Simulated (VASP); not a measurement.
# H: single point with BLYP

Crystal: H.

```
H
1.0
     2.64964    0.00000    0.00000
     0.00000    2.64964    0.00000
     0.00000    0.00000    0.98049
H
1
Direct
  0.00000 0.00000 0.50000
```

```yaml
Program: VASP 6.6.1
Task: single point
Functional: BLYP
Potentials_or_basis: VASP PAW PBE potentials, release 64 (H)
Cutoff: 520 eV
k_mesh: 8 × 8 × 22
Occupations: gaussian, width 0.1 eV
Spin: no spin polarisation
Dipole_correction: no
Further_INCAR_settings: ALGO = Normal; EDIFF = 1e-06; NBANDS = 6
```

```yaml
Pressure: 1.7 GPa
```

Stress tensor (GPa, compression positive):
```
 2.88  0.00  0.00
 0.00  2.88  0.00
 0.00  0.00 -0.81
```

Levels at points of the mesh, in eV from the Fermi level:
| k point | band 1 | band 2 | band 3 | band 4 |
| --- | --- | --- | --- | --- |
| (0.00, 0.00, 0.00) | -11.07 | 9.86 | 15.68 | 15.68 |
| (0.50, 0.00, 0.00) | -9.65 | 2.77 | 16.44 | 18.71 |
| (0.50, 0.50, 0.00) | -8.52 | 6.54 | 6.54 | 10.16 |
| (0.00, 0.00, 0.50) | 23.77 | 31.60 | 46.85 | 52.08 |
| (0.50, 0.00, 0.50) | 24.60 | 33.92 | 41.70 | 42.08 |
| (0.50, 0.50, 0.50) | 25.28 | 35.86 | 45.38 | 45.38 |

Wall time 3.9 s on 1 thread of AMD EPYC 9R45 96-Core Processor (Zen 5), on a shared host, peak memory 0.08 GiB.

Caveat: the PAW data sets were made with another functional, which shifts forces and pressure a little.
